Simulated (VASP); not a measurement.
Wanted: the native input for a VASP 6.6.1 run.

- Task: single point
- Functional: LDA
- Potentials or basis: VASP PAW LDA potentials, release 64 (Ti_sv, Se)
- Cutoff: 500 eV
- k mesh: 15 × 15 × 8
- Occupations: gaussian, width 0.1 eV
- Spin: no spin polarisation
- Dipole correction: no
- Further INCAR settings: ALGO = Normal; EDIFF = 1e-06; NBANDS = 19

The structure of TiSe2 (lda) lies in POSCAR:

```
TiSe2
1.0
    3.4376352170      0.0000000000      0.0000000000
   -1.7188176085      2.9770794268      0.0000000000
    0.0000000000      0.0000000000      5.8090427323
Ti Se
1 2
Direct
    0.0000000000      0.0000000000      0.0000000000
    0.3333333333      0.6666666667      0.2648528128
    0.6666666667      0.3333333333      0.7351471872
```

The input as run:

INCAR

```
SYSTEM = TiSe2
PREC = Accurate
ENCUT = 500
EDIFF = 1E-6
ISMEAR = 0
SIGMA = 0.1
LREAL = .False.
LASPH = .True.
NELM = 120
ALGO = Normal
ISIF = 2
LWAVE = .False.
LCHARG = .False.
NBANDS = 19
GGA_COMPAT = .False.
```

KPOINTS

```
Automatic mesh
0
Gamma
  15 15 8
  0 0 0
```

Potentials or basis: VASP PAW LDA potentials, release 64 (Ti_sv, Se).

Run with:

```sh
$ cat potpaw_LDA.64/Ti_sv/POTCAR potpaw_LDA.64/Se/POTCAR > POTCAR
$ mpirun -np 1 vasp_std > vasp.out
```

Results of the run:

```yaml
Pressure: 0.3 GPa
Largest_force: 0.039 eV/Å
Band_gap_on_the_k_mesh: zero (band 12 reaches 6.21 eV, above the bottom of band 13 at 5.39 eV)
```

Run time: 4.1 min on 1 thread of AMD EPYC 7R43 64-Core Processor (Zen 3), on a shared host, peak memory 0.27 GiB.
